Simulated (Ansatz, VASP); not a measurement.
# Two plane-wave programs on GaO3

Contents of INCAR:

```
SYSTEM = GaO3
  PREC = Accurate
  ENCUT = 600
  EDIFF = 1E-6
  ISMEAR = 0
  SIGMA = 0.1
  LREAL = .FALSE.
  LASPH = .TRUE.
  NELM = 150
  ALGO = Normal
  ISIF = 3
  LWAVE = .FALSE.
  LCHARG = .FALSE.
  ISPIN = 2
  MAGMOM = 0 1 1 1
  LORBIT = 11
  GGA = PE
  IBRION = 2
  NSW = 90
  EDIFFG = -0.04
```

KPOINTS

```
Automatic mesh
0
G
  6 6 2
  0 0 0
```

Contents of POSCAR:

```
GaO3
1.0
    2.4893083900      0.0000000000      0.0000000000
   -1.2446542000      2.1558043100      0.0000000000
    0.0000000000      0.0000000000      8.2634843600
Ga O
1 3
Direct
    0.6666666700      0.3333333300      0.0000000000
    0.6666666700      0.3333333300      0.5000000000
    0.3333333300      0.6666666700      0.2463857700
    0.3333333300      0.6666666700      0.7536142300
```

Input for Ansatz:

```yaml
crystal:
  lattice:
    - [2.48930839, 0.0, 0.0]
    - [-1.2446542, 2.15580431, 0.0]
    - [0.0, 0.0, 8.26348436]
  atoms:
    - { symbol: Ga, position: [0.66666667, 0.33333333, 0.0] }
    - { symbol: O, position: [0.66666667, 0.33333333, 0.5], spin: 1.0 }
    - { symbol: O, position: [0.33333333, 0.66666667, 0.24638577], spin: 1.0 }
    - { symbol: O, position: [0.33333333, 0.66666667, 0.75361423], spin: 1.0 }
basis:
  ecutwfc: 420
kpoints:
  mp_grid: { grid: [6, 6, 2] }
hamiltonian:
  xc: pbe
scf:
  occupations: { method: gaussian, width: 0.1 }
  lower_state_search: "off"
output:
  forces: true
  stress: true
  eigenvalues: true
  populations: true
magnetization:
  spin_polarized: true
relax:
  adjacent_minimum: "off"
  f_tol: 0.04
  max_steps: 70
  cell: { stress_tol: 0.4 }
```

Change from the starting cell: species swapped into the Tl3Bi type (P-6m2, No. 187).

Alike in both runs: task relaxation of cell and atoms; functional PBE; k mesh 6 × 6 × 2; occupations gaussian, width 0.1 eV; collinear spin.

|  | VASP | Ansatz |
| --- | --- | --- |
| version | VASP 6.6.1 | Ansatz 0.2.0 |
| potentials or method | VASP PAW PBE potentials, release 64 (Ga_d, O), cutoff 600 eV | scalar-relativistic, plane waves, PAW |
| valence electrons in the cell | 31 | 31 |

```tsv
	VASP	Ansatz	Ansatz less VASP
gap on the k mesh at the Fermi level, each at its own relaxed structure (eV)	none	none	-
net moment per atom (μB)	0.54	0.75	+0.211
size of the moment on the site where the two differ most (μB)	1.62	2.01	+0.388
relaxed volume (Å³/atom)	11.45	12.88	+1.430
relaxed cell length with the largest relative difference (Å)	6.141	6.845	+0.7042
```

The net moments are unlike, so the other rows may belong to different states. Site moments also hang on the region over which each program counts them. A gap of «none» marks a metal or a gap that the smearing closes.

The k mesh is coarse, so the values compare programs but aren't converged.
